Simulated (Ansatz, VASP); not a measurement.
# Two plane-wave programs on Sn

```
Sn
1.0
    -2.94014    2.94014    1.59930
     2.94014   -2.94014    1.59930
     2.94014    2.94014   -1.59930
Sn
2
Direct
  0.00000 0.00000 0.00000
  0.75000 0.25000 0.50000
```

Alike in both runs: task single point; functional r2SCANh; k mesh 5 × 5 × 5; occupations fermi-dirac, width 0.05 eV; no spin polarisation.

```csv
,VASP,Ansatz
version,VASP 6.6.1,Ansatz 0.2.0
potentials or method,"VASP PAW PBE potentials, release 64 (Sn_d)",Ansatz PAW
plane-wave cutoff (eV),520,500
valence electrons in the cell,28,28
```

VASP gave:

```
gap on the k mesh at the Fermi level (eV)                     : none
pressure (GPa)                                                : -0.3
traceless stress, the component that is largest in VASP (GPa) : -4.36
```

Task: Which values does Ansatz return?

Result: gap on the k mesh at the Fermi level (eV): none; pressure (GPa): -0.2; traceless stress, the component that is largest in VASP (GPa): -4.45.

VASP's potentials were made for PBE, not for r2SCANh. A gap of «none» marks a metal or a gap that the smearing closes. The functional is the same, so the differences come from potentials, cutoffs and numerics.

The k mesh is coarse, so the values compare programs but aren't converged.
